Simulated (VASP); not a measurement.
Runs of VASP 6.6.1 on Nb. The structure is that of space group I4/mmm (No. 139), or close to it. The cells are those of the table. 

| cell | gap on the mesh (eV) | pressure (GPa) |
| --- | --- | --- |
| a = 3.033 Å, angles 113.5, 101.8, 113.5°, 1 atom | none | -23.4 |
| a = 2.994 Å, angles 112.5, 103.6, 112.5°, 1 atom | none | -20.9 |
| a = 2.956 Å, angles 111.5, 105.5, 111.5°, 1 atom | none | (a) |
| a = 3.013 Å, angles 113.0, 102.7, 113.0°, 1 atom | none | (b) |
| a = 2.746 Å, angles 105.4, 118.0, 105.4°, 1 atom | none | 27.8 |
| a = 2.778 Å, angles 106.4, 115.8, 106.4°, 1 atom | none | 15.4 |
| a = 2.812 Å, angles 107.4, 113.6, 107.4°, 1 atom | none | 5.3 |

Alike in all rows: task single point; level PBEsol; potentials or basis VASP PAW PBE potentials, release 64 (Nb_sv); no spin polarisation; k mesh 20 × 20 × 20; cutoff (eV) 520; smearing gaussian 0.15 eV.

**Question.** Estimate the missing entries.

**Answer.** (a) -17.7; (b) -22.2.

Caveats: the PAW data sets were made with another functional, which shifts forces and pressure a little; the cell stands under tension (at least some runs); the cell stands under pressure (at least some runs).

A k mesh can miss the band edges, and the runs leave out spin-orbit coupling on Nb.

A gap of «none» marks levels without a gap at the run's occupations.
